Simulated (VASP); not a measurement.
Input of a VASP 6.6.1 run:

INCAR

```
PREC = Accurate
ENCUT = 520
EDIFF = 1E-7
ISMEAR = 0
SIGMA = 0.1
LREAL = F
LASPH = T
NELM = 100
ALGO = Normal
ISIF = 2
LWAVE = F
LCHARG = T
GGA = PE
LELF = T
LVHAR = T
NBANDS = 33
```

Contents of KPOINTS:

```
Automatic mesh
0
Gamma
  6 6 2
```

The input POSCAR:

```
ZnGe2N2
1.0
    2.5992066783     -1.5771156117     -0.0500411918
    2.5992066783      1.5771156117     -0.0500411918
   -0.6131428871      0.0000000000      9.6354484745
Zn Ge N
1 2 2
Direct
    0.3640748715      0.6359251285      0.0000000000
    1.0875148707      1.0192928633      0.7316162079
   -0.0192928633     -0.0875148707      0.2683837921
    0.7972840397      0.6660589686      0.8471996551
    0.3339410314      0.2027159603      0.1528003449
```

Potentials or basis: VASP PAW PBE potentials, release 64 (Zn, Ge_d, N).

Command:

```bash
$ cat potpaw_PBE.64/Zn/POTCAR potpaw_PBE.64/Ge_d/POTCAR potpaw_PBE.64/N/POTCAR > POTCAR
$ mpirun -np 1 vasp_std > vasp.out
```

Problem. What does it give for the band gap on the k mesh?

Solution. 1.15 eV (least direct gap 1.67 eV).

Problem. What does it give for the largest force?

Solution. 0.035 eV/Å.

Problem. Predict the pressure.

Solution. 0.3 GPa.

Stress tensor (GPa, compression positive):
```
0.09 0.00 0.05
0.00 0.14 0.00
0.05 0.00 0.61
```

A k mesh can miss the band edges.
